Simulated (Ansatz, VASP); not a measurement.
## Two plane-wave programs on Ga

```xyz
2
Lattice="2.9556 0.0000 0.0000 -1.4778 2.5596 0.0000 0.0000 0.0000 4.7796" Properties=species:S:1:pos:R:3 pbc="T T T"
Ga    0.0000    1.7064    1.1949
Ga    1.4778    0.8532    3.5847
```

Alike in both runs: functional PBE; dispersion D3(BJ); k mesh 15 × 15 × 10; occupations gaussian, width 0.1 eV; no spin polarisation.

Ansatz relaxed the structure, and its values are those at the end. VASP's run is a single point on that final structure, the one shown.

|  | VASP | Ansatz |
| --- | --- | --- |
| version | VASP 6.6.1 | Ansatz 0.2.0 |
| potentials or method | VASP PAW PBE potentials, release 64 (Ga_d), cutoff 500 eV | scalar-relativistic, plane waves, PAW |
| valence electrons in the cell | 26 | 26 |

|  | VASP | Ansatz | Ansatz less VASP |
| --- | --- | --- | --- |
| gap on the k mesh at the Fermi level (eV) | none | none | - |
| pressure (GPa) | 0.1 | 0.0 | -0.09 |

A gap of «none» marks a metal or a gap that the smearing closes.
